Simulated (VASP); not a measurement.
# SiNi (Pnma) in VASP: single point with PBE+U

Aim: the single point of SiNi with PBE+U.

Program: VASP 6.6.1. These are calculated values, not measurements. Logs are shortened: lines on timing, memory, paths and dates and some standing lists are left out, and cuts for length are marked.

**1. The cell of the first run**

The structure is orthorhombic, space group Pnma (No. 62). Conventional cell: a = 5.173 Å, b = 3.338 Å, c = 5.605 Å, α = 90.00°, β = 90.00°, γ = 90.00°. Si (site symmetry m) has 6 Ni at 2.28 to 2.40 Å and 2 Si at 2.66 Å within 3.0 Å. Within 3.0 Å of Ni (site symmetry m) lie 6 Si at 2.28 to 2.40 Å and 4 Ni at 2.68 to 2.69 Å.

**2. Single point, PBE+U**

The input, INCAR:

```
SYSTEM = SiNi
ALGO     = Normal         ! electronic algorithm
EDIFF    = 1E-6           ! SCF threshold, eV
ENCUT    = 520            ! plane-wave cutoff, eV
GGA      = PE             ! functional
ISIF     = 2              ! what is computed and relaxed
ISMEAR   = 0              ! smearing method
LASPH    = .TRUE.         ! aspherical terms in the spheres
LCHARG   = .TRUE.         ! write CHGCAR
LDAU     = .TRUE.         ! DFT+U
LDAUJ    = 0 0          
LDAUL    = -1 2           ! shell
LDAUPRINT= 1            
LDAUTYPE = 2            
LDAUU    = 0 6            ! U, eV
LELF     = .TRUE.         ! ELF
LMAXMIX  = 4              ! l up to which the mixer works
LREAL    = .FALSE.        ! projectors in reciprocal space
LVHAR    = .TRUE.       
LWAVE    = .FALSE.        ! write WAVECAR
NBANDS   = 38             ! bands
NELM     = 150            ! most SCF steps
PREC     = Accurate       ! precision mode
SIGMA    = 0.05           ! smearing width, eV
```

The input, KPOINTS:

```
k-points
0
G
  6 9 6
  0 0 0
```

The input, POSCAR:

```
SiNi
1.0
    5.1731000000      0.0000000000      0.0000000000
    0.0000000000      3.3381000000      0.0000000000
    0.0000000000      0.0000000000      5.6049000000
Si Ni
4 4
Direct
    0.3212800000      0.7500000000      0.0825000000
    0.1787200000      0.2500000000      0.5825000000
    0.8212800000      0.7500000000      0.4175000000
    0.6787200000      0.2500000000      0.9175000000
    0.0077900000      0.2500000000      0.1875200000
    0.4922100000      0.7500000000      0.6875200000
    0.5077900000      0.2500000000      0.3124800000
    0.9922100000      0.7500000000      0.8124800000
```

Potentials or basis: VASP PAW PBE potentials, release 64 (Si, Ni).

Started as:

```sh
cat potpaw_PBE.64/Si/POTCAR potpaw_PBE.64/Ni/POTCAR > POTCAR
mpirun -np 1 vasp_std > vasp.out
```

OUTCAR:

```text
SYSTEM = SiNi
   EDIFF = 1E-6
   ENCUT = 520
   GGA = PE
   ISIF = 2
   ISMEAR = 0
   LASPH = .TRUE.
   LREAL = .FALSE.
   NELM = 150
   PREC = Accurate

 ion  position               nearest neighbor table
   1  0.321  0.750  0.083-   8 2.28   7 2.32   7 2.32   6 2.38   5 2.40   5 2.40   4 2.66   4 2.66

   2  0.179  0.250  0.583-   7 2.28   8 2.32   8 2.32   5 2.38   6 2.40   6 2.40   3 2.66   3 2.66

   3  0.821  0.750  0.417-   6 2.28   5 2.32   5 2.32   8 2.38   7 2.40   7 2.40   2 2.66   2 2.66

   4  0.679  0.250  0.917-   5 2.28   6 2.32   6 2.32   7 2.38   8 2.40   8 2.40   1 2.66   1 2.66

   5  0.008  0.250  0.188-   4 2.28   3 2.32   3 2.32   2 2.38   1 2.40   1 2.40   7 2.68   7 2.68
                             8 2.69   8 2.69
   6  0.492  0.750  0.688-   3 2.28   4 2.32   4 2.32   1 2.38   2 2.40   2 2.40   8 2.68   8 2.68
                             7 2.69   7 2.69
   7  0.508  0.250  0.312-   2 2.28   1 2.32   1 2.32   4 2.38   3 2.40   3 2.40   5 2.68   5 2.68
                             6 2.69   6 2.69
   8  0.992  0.750  0.812-   1 2.28   2 2.32   2 2.32   3 2.38   4 2.40   4 2.40   6 2.68   6 2.68
                             5 2.69   5 2.69

  LATTYP: Found a simple orthorhombic cell.
 ALAT       =     3.3381000000
 B/A-ratio  =     1.5497139091
 C/A-ratio  =     1.6790689314

  Lattice vectors:

 A1 = (   0.0000000000,  -3.3381000000,   0.0000000000)
 A2 = (   5.1731000000,   0.0000000000,   0.0000000000)
 A3 = (   0.0000000000,   0.0000000000,   5.6049000000)

Analysis of symmetry for initial positions (statically):
=====================================================================
 Subroutine PRICEL returns:
 Original cell was already a primitive cell.

 Routine SETGRP: Setting up the symmetry group for a
 simple orthorhombic supercell.

 Subroutine GETGRP returns: Found  8 space group operations
 (whereof  2 operations were pure point group operations)
 out of a pool of  8 trial point group operations.

The static configuration has the point symmetry S_2 .
 The point group associated with its full space group is D_2h.

[... 169 lines left out ...]

 onsite density matrix

spin component  1
[... 116 lines left out ...]
  o =  0.8226  v = -0.5578  0.8300 -0.0000  0.0000 -0.0000  0.0000  0.0000  0.0000  0.0000  0.0000      0.0000  0.0000  0.0000  0.0000  0.0000  0.0000  0.0000  0.0000  0.0000  0.0000
  o =  0.8226  v =  0.0000  0.0000  0.0000  0.0000  0.0000 -0.5578  0.8300 -0.0000  0.0000 -0.0000      0.0000  0.0000  0.0000  0.0000  0.0000  0.0000  0.0000  0.0000  0.0000  0.0000
  o =  0.8674  v =  0.0000 -0.0000 -0.4873 -0.8442 -0.2234  0.0000  0.0000  0.0000  0.0000  0.0000      0.0000  0.0000  0.0000  0.0000  0.0000  0.0000  0.0000  0.0000  0.0000  0.0000
  o =  0.8674  v =  0.0000  0.0000  0.0000  0.0000  0.0000  0.0000 -0.0000 -0.4873 -0.8442 -0.2234      0.0000  0.0000  0.0000  0.0000  0.0000  0.0000  0.0000  0.0000  0.0000  0.0000
  o =  0.8854  v =  0.0000  0.0000  0.0000  0.0000  0.0000  0.0000 -0.0000 -0.6674  0.1951  0.7187      0.0000  0.0000  0.0000  0.0000  0.0000  0.0000  0.0000  0.0000  0.0000  0.0000
  o =  0.8854  v =  0.0000 -0.0000 -0.6674  0.1951  0.7187  0.0000  0.0000  0.0000  0.0000  0.0000      0.0000  0.0000  0.0000  0.0000  0.0000  0.0000  0.0000  0.0000  0.0000  0.0000
  o =  0.8977  v = -0.8300 -0.5578  0.0000 -0.0000  0.0000  0.0000  0.0000  0.0000  0.0000  0.0000      0.0000  0.0000  0.0000  0.0000  0.0000  0.0000  0.0000  0.0000  0.0000  0.0000
  o =  0.8977  v =  0.0000  0.0000  0.0000  0.0000  0.0000 -0.8300 -0.5578  0.0000 -0.0000  0.0000      0.0000  0.0000  0.0000  0.0000  0.0000  0.0000  0.0000  0.0000  0.0000  0.0000
  o =  0.9303  v =  0.0000  0.0000  0.5631 -0.4993  0.6585  0.0000  0.0000  0.0000  0.0000  0.0000      0.0000  0.0000  0.0000  0.0000  0.0000  0.0000  0.0000  0.0000  0.0000  0.0000
  o =  0.9303  v =  0.0000  0.0000  0.0000  0.0000  0.0000  0.0000  0.0000  0.5631 -0.4993  0.6585      0.0000  0.0000  0.0000  0.0000  0.0000  0.0000  0.0000  0.0000  0.0000  0.0000

 number of electron      55.9999991 magnetization

 Free energy of the ion-electron system (eV)
  ---------------------------------------------------
  ext. energy  EPLUGINS =         0.00000000
  ---------------------------------------------------
  free energy    TOTEN  =       -33.58302965 eV

  energy without entropy =      -33.57967146  energy(sigma->0) =      -33.58135055

 E-fermi :   9.9017     XC(G=0): -12.1644

 val. band max:        9.8741016444   @ k =   0.0000   0.4444   0.3333
 cond. band min:       9.9116808484   @ k =   0.1667   0.0000   0.1667
 fundamental gap:      0.0375792040
 Fermi energy:         9.9016877970

 k-point     1 :       0.0000    0.0000    0.0000
  band No.  band energies     occupation
      1      -2.6527      2.00000
      2       0.4289      2.00000
      3       1.7955      2.00000
      4       2.4871      2.00000
      5       3.7483      2.00000
      6       3.8254      2.00000
[... 973 lines left out ...]
     37      15.5150      0.00000
     38      15.5150      0.00000

 [... further k-points ...]

------------------------ aborting loop because EDIFF is reached ----------------------------------------

  FORCE on cell =-STRESS in cart. coord.  units (eV):
  Direction    XX          YY          ZZ          XY          YZ          ZX
  --------------------------------------------------------------------------------------
  -------------------------------------------------------------------------------------
  Total       -3.6042484     -4.6559868     -4.4761476     -0.0000000      0.0000000      0.0000000
  in kB      -59.6632915    -77.0733504    -74.0963635     -0.0000000      0.0000000      0.0000000
  external PRESSURE =     -70.2776685 kB  Pullay stress =       0.0000000 kB

 VOLUME and BASIS-vectors are now :
 -----------------------------------------------------------------------------
  energy-cutoff  :      520.00
  volume of cell :       96.79
      direct lattice vectors                 reciprocal lattice vectors
     5.173100000  0.000000000  0.000000000     0.193307688  0.000000000  0.000000000
     0.000000000  3.338100000  0.000000000     0.000000000  0.299571613  0.000000000
     0.000000000  0.000000000  5.604900000     0.000000000  0.000000000  0.178415315

 POSITION                                       TOTAL-FORCE (eV/Angst)
 -----------------------------------------------------------------------------------
      1.66201      2.50357      0.46240        -0.184021     -0.000000      0.038751
      0.92454      0.83452      3.26485         0.184021     -0.000000      0.038751
      4.24856      2.50357      2.34005        -0.184021     -0.000000     -0.038751
      3.51109      0.83452      5.14250         0.184021     -0.000000     -0.038751
      0.04030      0.83452      1.05103         0.016618     -0.000000      0.073644
      2.54625      2.50357      3.85348        -0.016618      0.000000      0.073644
      2.62685      0.83452      1.75142         0.016618     -0.000000     -0.073644
      5.13280      2.50357      4.55387        -0.016618     -0.000000     -0.073644
 -----------------------------------------------------------------------------------
    total drift:                                0.000000      0.000000     -0.000000

  FREE ENERGIE OF THE ION-ELECTRON SYSTEM (eV)
  ---------------------------------------------------
  free  energy   TOTEN  =       -33.5830296513 eV

  energy  without entropy=      -33.5796714551  energy(sigma->0) =      -33.58135055
```

Run time: 5.9 min. Hardware: 1 thread of Intel Xeon Platinum 8259CL at 2.50GHz (Skylake/Cascade Lake), shared host; peak memory 0.36 GiB.

What came out:

- Free energy: -33.5830 eV
- Pressure: -7.0 GPa
- Largest force: 0.188 eV/Å
- Band gap on the k mesh: zero (bands 28 and 29 overlap by 2.10 eV)

Forces on the atoms (eV/Å):
```
Si  -0.184  0.000  0.039
Si   0.184  0.000  0.039
Si  -0.184  0.000 -0.039
Si   0.184  0.000 -0.039
Ni   0.017  0.000  0.074
Ni  -0.017  0.000  0.074
Ni   0.017  0.000 -0.074
Ni  -0.017  0.000 -0.074
```

Levels at points of the mesh, in eV from the Fermi level:
| k point | band 26 | band 27 | band 28 | band 29 | band 30 | band 31 |
| --- | --- | --- | --- | --- | --- | --- |
| (0.00, 0.00, 0.00) | -1.54 | -1.14 | -0.57 | 0.59 | 1.08 | 3.55 |
| (0.50, 0.00, 0.00) | -2.44 | 1.07 | 1.07 | 1.45 | 1.45 | 3.94 |
| (0.00, 0.00, 0.50) | -1.68 | -0.32 | -0.32 | 1.30 | 1.30 | 3.35 |
| (0.50, 0.00, 0.50) | -0.78 | 0.72 | 0.72 | 2.51 | 2.51 | 2.88 |

Eigenvalues of the final occupation matrices:
```csv
site,spin,trace,eigenvalues
site 5 d,1,4.40,0.82 0.87 0.89 0.90 0.93
site 5 d,2,4.40,0.82 0.87 0.89 0.90 0.93
site 6 d,1,4.40,0.82 0.87 0.89 0.90 0.93
site 6 d,2,4.40,0.82 0.87 0.89 0.90 0.93
site 7 d,1,4.40,0.82 0.87 0.89 0.90 0.93
site 7 d,2,4.40,0.82 0.87 0.89 0.90 0.93
site 8 d,1,4.40,0.82 0.87 0.89 0.90 0.93
site 8 d,2,4.40,0.82 0.87 0.89 0.90 0.93
```

Caveat: the cell stands under tension; U without spin polarisation on a metal has little footing; the U is typed as a test and isn't derived for this compound. Spin polarisation is off, so any magnetic state and its effect on volume and gap are missing.
